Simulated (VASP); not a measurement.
Here is a VASP 6.6.1 calculation.

Contents of INCAR:

```
PREC = Accurate
ENCUT = 600
EDIFF = 1E-6
ISMEAR = -1
SIGMA = 0.025
LREAL = False
LASPH = True
NELM = 150
ALGO = Normal
ISIF = 3
LWAVE = False
LCHARG = False
ISPIN = 2
MAGMOM = 0.5 -0.5
LORBIT = 11
GGA = PE
IBRION = 2
NSW = 80
EDIFFG = -0.01
```

Contents of KPOINTS:

```
Automatic mesh
0
Gamma
  8 8 8
```

Contents of POSCAR:

```
Ge
1.0
    0.0000000000      2.8289100000      2.8289100000
    2.8289100000      0.0000000000      2.8289100000
    2.8289100000      2.8289100000      0.0000000000
Ge
2
Direct
    0.7500000000      0.7500000000      0.7500000000
    0.5000000000      0.5000000000      0.5000000000
```

Potentials or basis: VASP PAW PBE potentials, release 64 (Ge_d).

Run with:

```console
$ cat potpaw_PBE.64/Ge_d/POTCAR > POTCAR
$ mpirun -np 1 vasp_std > vasp.out
```

Question: What does it give for the relaxed volume?

Answer: 23.89 Å³/atom.

Question: Estimate the band gap on the k mesh.

Answer: Zero (filled and empty bands touch).

Question: Predict the space group after relaxing (to 0.05 Å).

Answer: Fd-3m (No. 227).

Question: Estimate the net moment.

Answer: 0.00 μB per cell.

Step by step:
| step | energy change (eV) | largest force (eV/Å) | pressure (GPa) | volume (Å³) |
| --- | --- | --- | --- | --- |
| 1 | 0.0000 | 0.0000 | 3.68 | 45.28 |
| 2 | -0.0236 | 0.0000 | -0.93 | 48.78 |
| 3 | -0.0271 | 0.0000 | -0.14 | 47.80 |
| 4 | -0.0270 | 0.0000 | 0.25 | 47.71 |
| 5 | -0.0271 | 0.0000 | 0.14 | 47.72 |
| 6 | -0.0271 | 0.0000 | 0.07 | 47.74 |
| 7 | -0.0271 | 0.0000 | -0.04 | 47.79 |

The cell as given is a measured one (22.64 Å³/atom); PBE puts the equilibrium volume +5.5 % from it, thermal expansion not counted.
